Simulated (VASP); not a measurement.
# C (Fmmm) in VASP: a series of runs, part 2 of 2

VASP 6.6.1. Earlier steps stand in the parts before.

## 4. Single point, PBEsol

This run uses another cell than the first one, of 9.66 Å³/atom.

Input file INCAR:

```
SYSTEM = C
  PREC = Accurate
  ENCUT = 520
  EDIFF = 1E-6
  ISMEAR = 0
  SIGMA = 0.02
  LREAL = .FALSE.
  LASPH = .TRUE.
  NELM = 100
  ALGO = Normal
  ISIF = 2
  LWAVE = .FALSE.
  LCHARG = .FALSE.
  GGA = PS
  NBANDS = 11
```

Input file KPOINTS:

```
regular mesh
0
G
  14 14 14
  0 0 0
```

Input file POSCAR:

```
C
1.0
    0.0000000000      2.1294003736      3.6913216801
    1.2294262032      0.0000000000      3.6913216801
    1.2294262032      2.1294003736      0.0000000000
C
2
Direct
    0.1666962522      0.8333037478      0.1666962522
    0.8333037478      0.1666962522      0.8333037478
```

Potentials or basis: VASP PAW PBE potentials, release 64 (C).

Command:

```console
$ cat potpaw_PBE.64/C/POTCAR > POTCAR
$ mpirun -np 1 vasp_std > vasp.out
```

OUTCAR:

```text
SYSTEM = C
   PREC = Accurate
   ENCUT = 520
   EDIFF = 1E-6
   ISMEAR = 0
   LREAL = .FALSE.
   LASPH = .TRUE.
   NELM = 100
   ISIF = 2
   GGA = PS

 ion  position               nearest neighbor table
   1  0.167  0.833  0.167-   2 1.42   2 1.42   2 1.42
   2  0.833  0.167  0.833-   1 1.42   1 1.42   1 1.42

  LATTYP: Found a face centered orthorhombic cell.
 ALAT       =     2.4588524064
 B/A-ratio  =     1.7320278094
 C/A-ratio  =     3.0024751957

  Lattice vectors:

 A1 = (   0.0000000000,   2.1294003736,   3.6913216801)
 A2 = (   1.2294262032,   0.0000000000,   3.6913216801)
 A3 = (   1.2294262032,   2.1294003736,   0.0000000000)

Analysis of symmetry for initial positions (statically):
=====================================================================
 Subroutine PRICEL returns:
 Original cell was already a primitive cell.

 Routine SETGRP: Setting up the symmetry group for a
 face centered orthorhombic supercell.

 Subroutine GETGRP returns: Found  8 space group operations
 (whereof  8 operations were pure point group operations)
 out of a pool of  8 trial point group operations.

The static configuration has the point symmetry D_2h.

Analysis of symmetry for dynamics (positions and initial velocities):
=====================================================================
 Subroutine PRICEL returns:
 Original cell was already a primitive cell.

 Routine SETGRP: Setting up the symmetry group for a
 face centered orthorhombic supercell.

 Subroutine GETGRP returns: Found  8 space group operations
 (whereof  8 operations were pure point group operations)
 out of a pool of  8 trial point group operations.

The dynamic configuration has the point symmetry D_2h.

 Subroutine INISYM returns: Found  8 space group operations
 (whereof  8 operations are pure point group operations),
 and found     1 'primitive' translations

----------------------------------------------------------------------------------------

                                     Primitive cell

  volume of cell :      19.3273

  direct lattice vectors                    reciprocal lattice vectors
     0.000000000  2.129400374  3.691321680    -0.406693788  0.234807886  0.135452839
     1.229426203  0.000000000  3.691321680     0.406693788 -0.234807886  0.135452839
     1.229426203  2.129400374  0.000000000     0.406693788  0.234807886 -0.135452839

  length of vectors
     4.261478816  3.890674046  2.458827920     0.488755616  0.488755616  0.488755616

  position of ions in fractional coordinates (direct lattice)
     0.166696252  0.833303748  0.166696252
     0.833303748  0.166696252  0.833303748

  ion indices of the primitive-cell ions
   primitive index   ion index
                 1           1
                 2           2

----------------------------------------------------------------------------------------

 KPOINTS: regular mesh

Automatic generation of k-mesh.
 Grid dimensions read from file:
[... 23 lines left out ...]
  0.071429  0.000000 -0.000000      8.000000
  0.142857  0.000000 -0.000000      8.000000
  0.214286  0.000000 -0.000000      8.000000
  0.285714  0.000000  0.000000      8.000000
  0.357143  0.000000 -0.000000      8.000000
[... 16 lines left out ...]
  0.214286  0.142857  0.000000      8.000000
  0.285714  0.142857  0.000000      8.000000
 [... further k-points ...]
   k-points           NKPTS =    428   k-points in BZ     NKDIM =    428   number of bands    NBANDS=     11
   number of dos      NEDOS =    301   number of ions     NIONS =      2
   total plane-waves  NPLWV =  17280
   dimension x,y,z NGX =    32 NGY =   30 NGZ =   18
   dimension x,y,z NGXF=    64 NGYF=   60 NGZF=   36
   ions per type =               2
   NGX,Y,Z   is equivalent  to a cutoff of  12.48, 12.82, 12.17 a.u.
   NGXF,Y,Z  is equivalent  to a cutoff of  24.97, 25.64, 24.34 a.u.
 SYSTEM =  C
   PREC   = accura    normal or accurate (medium, high low for compatibility)
   ISTART =      0    job   : 0-new  1-cont  2-samecut
   ICHARG =      2    charge: 1-file 2-atom 10-const
   ISPIN  =      1    spin polarized calculation?
   LNONCOLLINEAR =      F non collinear calculations
   LSORBIT =      F    spin-orbit coupling
   LASPH  =      T    aspherical Exc in radial PAW
   ENCUT  =  520.0 eV  38.22 Ry    6.18 a.u.   7.92  7.23  4.57*2*pi/ulx,y,z
   NELM   =    100;   NELMIN=  2; NELMDL= -5     # of ELM steps
   EDIFF  = 0.1E-05   stopping-criterion for ELM
   LREAL  =      F    real-space projection
   EDIFFG = 0.1E-04   stopping-criterion for IOM
   NSW    =      0    number of steps for IOM
   IBRION =     -1    ionic relax: 0-MD 1-quasi-New 2-CG
   NFREE  =      0    steps in history (QN), initial steepest desc. (CG)
   ISIF   =      2    stress and relaxation
   ISYM   =      2    0-nonsym 1-usesym 2-fastsym
   POTIM  = 0.5000    time-step for ionic-motion
   TEBEG  =    0.0;   TEEND  =   0.0 temperature during run
   PSTRESS=    0.0 pullay stress
   NELECT =       8.0000    total number of electrons
   NUPDOWN=      -1.0000    fix difference up-down
   EMIN   =  10.00;   EMAX   =-10.00  energy-range for DOS
   EFERMI =   0.00;   METHOD = LEGACY
   ISMEAR =     0;   SIGMA  =   0.02  broadening in eV -4-tet -1-fermi 0-gaus
   EFERMI_NEDOS =   21; number of points for ismear=-14 and -15
   IALGO  =     38    algorithm
   IMIX   =      4    mixing-type and parameters
     AMIX     =   0.40;   BMIX     =  1.00
     AMIX_MAG =   1.60;   BMIX_MAG =  1.00
  volume/ion in A,a.u.               =       9.66        65.21
  Fermi-wavevector in a.u.,A,eV,Ry     =   1.220059  2.305578 20.252880  1.488545
  Thomas-Fermi vector in A             =   2.355290
   LORBIT       =      0    0 simple, 1 ext, 2 COOP (PROOUT), +10 PAW based schemes
   GGA     = PS    functional components
   LHFCALC =     F    Hartree Fock is set to
   AEXX    =    0.0000 exact exchange contribution
   IVDW    =     0    specifies the selected vdW correction
   LEPSILON=     F    determine dielectric tensor
   LRPA    =     F    only Hartree local field effects (RPA)
 non-spin polarized calculation
 Gauss-broadening in eV      SIGMA  =   0.02
  energy-cutoff  :      520.00
  volume of cell :       19.33
 maximum number of plane-waves:       540
   NGX = 15   NGY = 15   NGZ =  9

 number of electron       8.0000001 magnetization

 Free energy of the ion-electron system (eV)
  ---------------------------------------------------
  ext. energy  EPLUGINS =         0.00000000
  ---------------------------------------------------
  free energy    TOTEN  =       -19.28993235 eV

  energy without entropy =      -19.28993235  energy(sigma->0) =      -19.28993235

 E-fermi :   3.7487     XC(G=0):  -9.8831

 val. band max:        3.6286697112   @ k =   0.5000  -0.1429   0.3571
 cond. band min:       4.3381441583   @ k =  -0.0714   0.2857   0.2857
 fundamental gap:      0.7094744471
 Fermi energy:         3.7486889317

 k-point     1 :       0.0000    0.0000    0.0000
  band No.  band energies     occupation
      1     -15.7602      2.00000
      2      -3.2234      2.00000
      3       0.8626      2.00000
      4       0.8645      2.00000
      5       7.2769      0.00000
      6      12.1923      0.00000
      7      12.2310      0.00000
      8      15.3863      0.00000
      9      16.6965      0.00000
     10      25.8647      0.00000
     11      26.2253      0.00000
[... 309 lines left out ...]
 k-point    24 :       0.2857    0.1429    0.0000
  band No.  band energies     occupation
      1     -15.2218      2.00000
      2      -3.1603      2.00000
      3      -0.8968      2.00000
      4      -0.0330      2.00000
      5       9.3670      0.00000
      6      12.2770      0.00000
      7      13.8051      0.00000
      8      14.1490      0.00000
      9      17.5775      0.00000
     10      23.0806      0.00000
     11      27.3842      0.00000

 [... further k-points ...]

------------------------ aborting loop because EDIFF is reached ----------------------------------------

  FORCE on cell =-STRESS in cart. coord.  units (eV):
  Direction    XX          YY          ZZ          XY          YZ          ZX
  --------------------------------------------------------------------------------------
  -------------------------------------------------------------------------------------
  Total        0.1139199      0.1140018     -0.0084276      0.0000000      0.0000000      0.0000000
  in kB        9.4436165      9.4504112     -0.6986199      0.0000000      0.0000000      0.0000000
  external PRESSURE =       6.0651359 kB  Pullay stress =       0.0000000 kB

 VOLUME and BASIS-vectors are now :
 -----------------------------------------------------------------------------
  energy-cutoff  :      520.00
  volume of cell :       19.33
      direct lattice vectors                 reciprocal lattice vectors
     0.000000000  2.129400374  3.691321680    -0.406693788  0.234807886  0.135452839
     1.229426203  0.000000000  3.691321680     0.406693788 -0.234807886  0.135452839
     1.229426203  2.129400374  0.000000000     0.406693788  0.234807886 -0.135452839

 POSITION                                       TOTAL-FORCE (eV/Angst)
 -----------------------------------------------------------------------------------
      1.22943      0.70993      3.69132         0.000000      0.000114      0.000000
      1.22943      3.54887      3.69132         0.000000     -0.000114      0.000000
 -----------------------------------------------------------------------------------
    total drift:                                0.000000      0.000000     -0.000000

  FREE ENERGIE OF THE ION-ELECTRON SYSTEM (eV)
  ---------------------------------------------------
  free  energy   TOTEN  =       -19.2899323514 eV

  energy  without entropy=      -19.2899323514  energy(sigma->0) =      -19.28993235
```

Run time: 69 s. Hardware: 1 thread of Intel Xeon Platinum 8175M at 2.50GHz (Skylake/Cascade Lake), shared host; peak memory 0.19 GiB.

What came out:

```yaml
Free_energy: -19.2899 eV
Pressure: 0.6 GPa
```

Caveat: this functional lacks dispersion, which binds the layers, so the pressure and a relaxed spacing across them are unreliable; the PAW data sets were made with another functional, which shifts forces and pressure a little.

## 5. Overview

| task | potentials or basis | cell | cutoff (eV) | pressure (GPa) | relaxed volume (Å³/atom) |
| --- | --- | --- | --- | --- | --- |
| relaxation of cell and atoms | VASP PAW PBE potentials, release 64 (C_h) | relaxed from a = 3.967, b = 3.566, c = 2.456 Å, angles 80.1, 62.3, 37.6°, 2 atoms | 910 | 0.0 | 9.21 |
| relaxation of cell and atoms | VASP PAW PBE potentials, release 64 (C_h) | relaxed from a = 4.261, b = 3.891, c = 2.459 Å, angles 80.9, 64.4, 34.7°, 2 atoms | 910 | 0.0 | 9.49 |
| single point | VASP PAW PBE potentials, release 64 (C) | a = 4.261, b = 3.891, c = 2.459 Å, angles 80.9, 64.4, 34.7°, 2 atoms | 520 | 0.6 | - |

Alike in all rows: level PBEsol; no spin polarisation; k mesh 14 × 14 × 14; smearing gaussian 0.02 eV.

Caveats: this functional lacks dispersion, which binds the layers, so the pressure and a relaxed spacing across them are unreliable; the PAW data sets were made with another functional, which shifts forces and pressure a little; the cutoff is under 1.25 times the usual one of these potentials, so pressure, stress and relaxed cells hold a basis-set (Pulay) error (at least some runs).

Total energies depend on the potentials used, so only differences within one code and one set of settings carry meaning.
